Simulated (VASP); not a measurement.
# C (Fd-3m) in VASP: further runs, part 2 of 2

VASP 6.6.1. Earlier steps stand in the parts before.

**3. Single point, PBE**

This run uses another cell than the first one, of 5.64 Å³/atom, 1.111 times its volume.

Input file INCAR:

```
PREC = Accurate
ENCUT = 600
EDIFF = 1E-6
ISMEAR = 0
SIGMA = 0.01
LREAL = F
LASPH = T
NELM = 120
ALGO = Normal
ISIF = 2
LWAVE = F
LCHARG = F
GGA = PE
NBANDS = 11
GGA_COMPAT = F
```

Input file KPOINTS:

```
regular mesh
0
Gamma
  8 8 8
```

Input file POSCAR:

```
C
1.0
    0.0000000000      1.7801243320      1.7801243320
    1.7801243320      0.0000000000      1.7801243320
    1.7801243320      1.7801243320      0.0000000000
C
2
Direct
    0.0000000000      0.0000000000      0.0000000000
    0.2500000000      0.2500000000      0.2500000000
```

Potentials or basis: VASP PAW PBE potentials, release 64 (C).

Started as:

```sh
$ cat potpaw_PBE.64/C/POTCAR > POTCAR
$ mpirun -np 1 vasp_std > vasp.out
```

OUTCAR:

```text
PREC = Accurate
   ENCUT = 600
   EDIFF = 1E-6
   ISMEAR = 0
   LREAL = F
   LASPH = T
   NELM = 120
   ISIF = 2
   GGA = PE

 ion  position               nearest neighbor table
   1  0.000  0.000  0.000-   2 1.54   2 1.54   2 1.54   2 1.54
   2  0.250  0.250  0.250-   1 1.54   1 1.54   1 1.54   1 1.54

  LATTYP: Found a face centered cubic cell.
 ALAT       =     3.5602486640

  Lattice vectors:

 A1 = (   0.0000000000,   1.7801243320,   1.7801243320)
[... 524 lines left out ...]
------------------------ aborting loop because EDIFF is reached ----------------------------------------

  FORCE on cell =-STRESS in cart. coord.  units (eV):
  Direction    XX          YY          ZZ          XY          YZ          ZX
  --------------------------------------------------------------------------------------
  -------------------------------------------------------------------------------------
  Total        0.2976065      0.2976065      0.2976065     -0.0000000      0.0000000     -0.0000000
  in kB       42.2641383     42.2641383     42.2641383     -0.0000000      0.0000000     -0.0000000
  external PRESSURE =      42.2641383 kB  Pullay stress =       0.0000000 kB

 VOLUME and BASIS-vectors are now :
 -----------------------------------------------------------------------------
  energy-cutoff  :      600.00
  volume of cell :       11.28
      direct lattice vectors                 reciprocal lattice vectors
     0.000000000  1.780124332  1.780124332    -0.280879257  0.280879257  0.280879257
     1.780124332  0.000000000  1.780124332     0.280879257 -0.280879257  0.280879257
     1.780124332  1.780124332  0.000000000     0.280879257  0.280879257 -0.280879257

 POSITION                                       TOTAL-FORCE (eV/Angst)
 -----------------------------------------------------------------------------------
      0.00000      0.00000      0.00000        -0.000000     -0.000000     -0.000000
      0.89006      0.89006      0.89006         0.000000      0.000000      0.000000
 -----------------------------------------------------------------------------------
    total drift:                                0.000000      0.000000      0.000000

  FREE ENERGIE OF THE ION-ELECTRON SYSTEM (eV)
  ---------------------------------------------------
  free  energy   TOTEN  =       -18.1877702688 eV

  energy  without entropy=      -18.1877702688  energy(sigma->0) =      -18.18777027
```

OSZICAR:

```text
N       E                     dE             d eps       ncg     rms          rms(c)
DAV:   1     0.296437057227E+01    0.29644E+01   -0.53183E+03   638   0.808E+02
DAV:   2    -0.183338595121E+02   -0.21298E+02   -0.20521E+02   878   0.133E+02
DAV:   3    -0.188350545519E+02   -0.50120E+00   -0.49960E+00   755   0.158E+01
DAV:   4    -0.188362991396E+02   -0.12446E-02   -0.12446E-02   677   0.863E-01
DAV:   5    -0.188363004019E+02   -0.12623E-05   -0.12623E-05   731   0.297E-02    0.557E+00
DAV:   6    -0.183496768231E+02    0.48662E+00   -0.25433E-01   656   0.356E+00    0.332E+00
DAV:   7    -0.181858912745E+02    0.16379E+00   -0.31105E-01   674   0.398E+00    0.758E-01
DAV:   8    -0.181877101703E+02   -0.18189E-02   -0.86791E-03   650   0.699E-01    0.437E-02
DAV:   9    -0.181877497408E+02   -0.39571E-04   -0.61980E-05   760   0.636E-02    0.243E-02
DAV:  10    -0.181877701968E+02   -0.20456E-04   -0.15452E-05   674   0.347E-02    0.528E-03
DAV:  11    -0.181877702688E+02   -0.72020E-07   -0.24965E-07   564   0.459E-03
   1 F= -.18187770E+02 E0= -.18187770E+02  d E =-.480008E-16
```

stdout:

```text
POSCAR found type information on POSCAR C
 POSCAR found :  1 types and       2 ions
 scaLAPACK will be used
 LDA part: xc-table for (Slater+PW92), standard interpolation
 POSCAR, INCAR and KPOINTS ok, starting setup
 FFT: planning ... GRIDC
 FFT: planning ... GRID_SOFT
 FFT: planning ... GRID
 WAVECAR not read
 entering main loop
```

It used 4.4 s of CPU time on 1 thread of AMD EPYC 7R13 Processor (Zen 3), on a shared host.

Results:

```yaml
Free_energy: -18.1878 eV
Pressure: 4.2 GPa
Band_gap_on_the_k_mesh: 4.14 eV, indirect (least direct gap 5.61 eV)
```

**4. Single point, PBE (volume changed by -5%)**

Input file INCAR:

```
PREC = Accurate
ENCUT = 600
EDIFF = 1E-6
ISMEAR = 0
SIGMA = 0.01
LREAL = False
LASPH = True
NELM = 120
ALGO = Normal
ISIF = 2
LWAVE = False
LCHARG = False
GGA = PE
NBANDS = 11
GGA_COMPAT = False
```

Input file KPOINTS:

```
Automatic mesh
0
Gamma
  8 8 8
```

Input file POSCAR:

```
C
1.0
    0.0000000000      1.7499469033      1.7499469033
    1.7499469033      0.0000000000      1.7499469033
    1.7499469033      1.7499469033      0.0000000000
C
2
Direct
    0.0000000000      0.0000000000      0.0000000000
    0.2500000000      0.2500000000      0.2500000000
```

Started as:

```sh
$ cat potpaw_PBE.64/C/POTCAR > POTCAR
$ mpirun -np 1 vasp_std > vasp.out
```

It used 4.4 s of CPU time on 1 thread of AMD EPYC 7R13 Processor (Zen 3), on a shared host.

Results (log left out):

```
Free energy            : -18.1273 eV
Pressure               : 29.6 GPa
Band gap on the k mesh : 4.26 eV, indirect (least direct gap 5.75 eV)
```

Levels at points of the mesh, in eV from the valence-band top:
```tsv
k point	band 1	band 2	band 3	band 4	band 5	band 6	band 7	band 8
(0.00, 0.00, 0.00)	-22.25	0.00	0.00	0.00	5.75	5.75	5.75	14.66
(0.50, 0.00, 0.00)	-16.15	-14.02	-2.95	-2.95	8.70	8.70	9.63	16.21
(0.50, 0.50, 0.00)	-13.18	-13.18	-6.65	-6.65	4.88	4.88	17.69	17.69
```

Caveat: the cell differs from its parent crystal (volume changed by -5%).

**5. Single point, PBE (volume changed by +5%)**

Input file INCAR:

```
SYSTEM = C
ALGO = Normal ; EDIFF = 1E-6
ENCUT = 600 ; GGA = PE
GGA_COMPAT = .False. ; ISIF = 2
ISMEAR = 0 ; LASPH = .True.
LCHARG = .True. ; LELF = .True.
LREAL = .False. ; LVHAR = .True.
LWAVE = .False. ; NBANDS = 11
NELM = 120 ; PREC = Accurate
SIGMA = 0.01
```

Input file KPOINTS:

```
k-points
0
Gamma
  8 8 8
  0 0 0
```

Input file POSCAR:

```
C
1.0
    0.0000000000      1.8093118858      1.8093118858
    1.8093118858      0.0000000000      1.8093118858
    1.8093118858      1.8093118858      0.0000000000
C
2
Direct
    0.0000000000      0.0000000000      0.0000000000
    0.2500000000      0.2500000000      0.2500000000
```

Started as:

```sh
$ cat potpaw_PBE.64/C/POTCAR > POTCAR
$ mpirun -np 1 vasp_std > vasp.out
```

It used 4.6 s of CPU time on 1 thread of AMD EPYC 7R13 Processor (Zen 3), on a shared host.

It converged, with:

* Free energy: -18.1682 eV
* Pressure: -15.9 GPa
* Band gap on the k mesh: 4.04 eV, indirect (least direct gap 5.47 eV)

Levels at points of the mesh, in eV from the valence-band top:
| k point | band 1 | band 2 | band 3 | band 4 | band 5 | band 6 | band 7 | band 8 |
| --- | --- | --- | --- | --- | --- | --- | --- | --- |
| (0.00, 0.00, 0.00) | -20.90 | 0.00 | 0.00 | 0.00 | 5.47 | 5.47 | 5.47 | 12.35 |
| (0.50, 0.00, 0.00) | -15.37 | -12.90 | -2.69 | -2.69 | 8.27 | 8.28 | 8.28 | 15.29 |
| (0.50, 0.50, 0.00) | -12.46 | -12.46 | -6.04 | -6.04 | 4.67 | 4.67 | 16.15 | 16.15 |

Caveat: the cell differs from its parent crystal (volume changed by +5%). A k mesh can miss the band edges.

**6. Single point, PBE (volume changed by +10%)**

Input file INCAR:

```
  ALGO = Normal
  EDIFF = 1E-6
  ENCUT = 600
  GGA = PE
  GGA_COMPAT = F
  ISIF = 2
  ISMEAR = 0
  LASPH = T
  LCHARG = F
  LREAL = F
  LWAVE = F
  NBANDS = 11
  NELM = 120
  PREC = Accurate
  SIGMA = 0.01
```

Input file KPOINTS:

```
k-points
0
Gamma
  8 8 8
```

Input file POSCAR:

```
C
1.0
    0.0000000000      1.8375869510      1.8375869510
    1.8375869510      0.0000000000      1.8375869510
    1.8375869510      1.8375869510      0.0000000000
C
2
Direct
    0.0000000000      0.0000000000      0.0000000000
    0.2500000000      0.2500000000      0.2500000000
```

Potentials or basis: VASP PAW PBE potentials, release 64 (C).

Started as:

```sh
$ cat potpaw_PBE.64/C/POTCAR > POTCAR
$ mpirun -np 1 vasp_std > vasp.out
```

OUTCAR:

```text
EDIFF = 1E-6
   ENCUT = 600
   GGA = PE
   ISIF = 2
   ISMEAR = 0
   LASPH = T
   LREAL = F
   NELM = 120
   PREC = Accurate

 ion  position               nearest neighbor table
   1  0.000  0.000  0.000-   2 1.59   2 1.59   2 1.59   2 1.59
   2  0.250  0.250  0.250-   1 1.59   1 1.59   1 1.59   1 1.59

  LATTYP: Found a face centered cubic cell.
 ALAT       =     3.6751739020

  Lattice vectors:

 A1 = (   0.0000000000,   1.8375869510,   1.8375869510)
 A2 = (   1.8375869510,   0.0000000000,   1.8375869510)
 A3 = (   1.8375869510,   1.8375869510,   0.0000000000)
[... 515 lines left out ...]
      7      20.3731      0.00000
      8      22.2641      0.00000
      9      26.0269      0.00000
     10      30.7965      0.00000
     11      33.5774      0.00000

 [... further k-points ...]
[... 5 lines left out ...]
  --------------------------------------------------------------------------------------
  -------------------------------------------------------------------------------------
  Total       -2.4624737     -2.4624737     -2.4624737      0.0000000      0.0000000     -0.0000000
  in kB     -317.9131497   -317.9131497   -317.9131497      0.0000000      0.0000000     -0.0000000
  external PRESSURE =    -317.9131497 kB  Pullay stress =       0.0000000 kB

 VOLUME and BASIS-vectors are now :
 -----------------------------------------------------------------------------
  energy-cutoff  :      600.00
  volume of cell :       12.41
      direct lattice vectors                 reciprocal lattice vectors
     0.000000000  1.837586951  1.837586951    -0.272095968  0.272095968  0.272095968
     1.837586951  0.000000000  1.837586951     0.272095968 -0.272095968  0.272095968
     1.837586951  1.837586951  0.000000000     0.272095968  0.272095968 -0.272095968

 POSITION                                       TOTAL-FORCE (eV/Angst)
 -----------------------------------------------------------------------------------
      0.00000      0.00000      0.00000        -0.000000     -0.000000     -0.000000
      0.91879      0.91879      0.91879         0.000000      0.000000      0.000000
 -----------------------------------------------------------------------------------
    total drift:                               -0.000000      0.000000      0.000000

  FREE ENERGIE OF THE ION-ELECTRON SYSTEM (eV)
  ---------------------------------------------------
  free  energy   TOTEN  =       -18.0851064363 eV

  energy  without entropy=      -18.0851064363  energy(sigma->0) =      -18.08510644
```

stdout:

```text
POSCAR found type information on POSCAR C
 POSCAR found :  1 types and       2 ions
 scaLAPACK will be used
 LDA part: xc-table for (Slater+PW92), standard interpolation
 POSCAR, INCAR and KPOINTS ok, starting setup
 FFT: planning ... GRIDC
 FFT: planning ... GRID_SOFT
 FFT: planning ... GRID
 WAVECAR not read
 entering main loop
```

It used 7.1 s of CPU time on 1 thread of AMD EPYC 7R13 Processor (Zen 3), on a shared host.

Results:

```
Free energy            : -18.0851 eV
Pressure               : -31.8 GPa
Band gap on the k mesh : 3.94 eV, indirect (least direct gap 5.34 eV)
```

Levels at points of the mesh, in eV from the valence-band top:
| k point | band 1 | band 2 | band 3 | band 4 | band 5 | band 6 | band 7 | band 8 | band 9 |
| --- | --- | --- | --- | --- | --- | --- | --- | --- | --- |
| (0.00, 0.00, 0.00) | -20.31 | 0.00 | 0.00 | 0.00 | 5.34 | 5.34 | 5.34 | 11.33 | 18.19 |
| (0.50, 0.00, 0.00) | -15.03 | -12.42 | -2.58 | -2.58 | 7.67 | 8.08 | 8.08 | 14.84 | 20.65 |
| (0.50, 0.50, 0.00) | -12.15 | -12.15 | -5.77 | -5.77 | 4.57 | 4.57 | 15.48 | 15.48 | 21.63 |

Caveat: the cell differs from its parent crystal (volume changed by +10%). A k mesh can miss the band edges.

**7. Overview**

| cell | gap on the mesh (eV) | pressure (GPa) |
| --- | --- | --- |
| a = 2.431 Å, angles 60.0°, 2 atoms | 4.38 | 61.7 |
| a = 2.517 Å, angles 60.0°, 2 atoms | 4.14 | 4.2 |
| a = 2.475 Å, angles 60.0°, 2 atoms | 4.26 | 29.6 |
| a = 2.559 Å, angles 60.0°, 2 atoms | 4.04 | -15.9 |
| a = 2.599 Å, angles 60.0°, 2 atoms | 3.94 | -31.8 |

Alike in all rows: task single point; level PBE; potentials or basis VASP PAW PBE potentials, release 64 (C); no spin polarisation; k mesh 8 × 8 × 8; cutoff (eV) 600; smearing gaussian 0.01 eV.

Total energies depend on the potentials used, so only differences within one code and one set of settings carry meaning.
